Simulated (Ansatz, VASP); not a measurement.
Lu: VASP beside Ansatz

File INCAR:

```
PREC     = Accurate       # precision mode
ENCUT    = 520            # plane-wave cutoff, eV
EDIFF    = 1E-6           # SCF threshold, eV
ISMEAR   = -1             # smearing method
SIGMA    = 0.1            # smearing width, eV
LREAL    = False          # projectors in reciprocal space
LASPH    = True           # aspherical terms in the spheres
NELM     = 80             # most SCF steps
ALGO     = Normal         # electronic algorithm
ISIF     = 2              # what is computed and relaxed
LWAVE    = False          # write WAVECAR
LCHARG   = True           # write CHGCAR
GGA      = CA             # functional
LELF     = True           # ELF
LVHAR    = True         
NBANDS   = 32             # bands
```

Contents of KPOINTS:

```
regular mesh
0
Gamma
  16 16 9
```

Contents of POSCAR:

```
Lu
1.0
    3.3823924653      0.0000000000      0.0000000000
   -1.6911962327      2.9292378005      0.0000000000
    0.0000000000      0.0000000000      5.2524129119
Lu
2
Direct
    0.3333333333      0.6666666667      0.2500000000
    0.6666666667      0.3333333333      0.7500000000
```

Input for Ansatz:

```yaml
crystal:
  lattice:
    - [3.3823924653, 0.0, 0.0]
    - [-1.6911962327, 2.9292378005, 0.0]
    - [0.0, 0.0, 5.2524129119]
  atoms:
    - { symbol: Lu, position: [0.3333333333, 0.6666666667, 0.25] }
    - { symbol: Lu, position: [0.6666666667, 0.3333333333, 0.75] }
hamiltonian:
  xc: lda
  pseudopotentials:
    kind: paw
    azcp:
      Lu: "pseudopotentials/Lu.paw.azcp"
basis:
  ecutwfc: 420
  fft_grid_basis: typed
kpoints:
  mp_grid: { grid: [16, 16, 9], shift: [0, 0, 0] }
magnetization:
  spin_polarized: false
scf:
  occupations: { method: fermi_dirac, width: 0.1 }
  lower_state_search: "off"
output:
  stress: true
```

Alike in both runs: task single point; functional LDA; k mesh 16 × 16 × 9; occupations fermi-dirac, width 0.1 eV; no spin polarisation.

|  | VASP | Ansatz |
| --- | --- | --- |
| version | VASP 6.6.1 | Ansatz 0.2.0 |
| potentials or method | VASP PAW PBE potentials, release 64 (Lu), cutoff 520 eV | plane waves (420 eV) with PAW, scalar-relativistic |
| valence electrons in the cell | 50 | 50 |

|  | VASP | Ansatz | Ansatz less VASP |
| --- | --- | --- | --- |
| pressure (GPa) | 0.2 | 0.0 | -0.21 |
| traceless stress, the component that is largest in VASP (GPa) | 0.11 | 0.08 | -0.030 |

VASP's potentials were made for PBE, not for LDA, and Ansatz warns of the same on its side. LDA's correlation is that of Perdew and Zunger in VASP and of Perdew and Wang (1992) in Ansatz.

Neither program's run includes spin-orbit coupling.
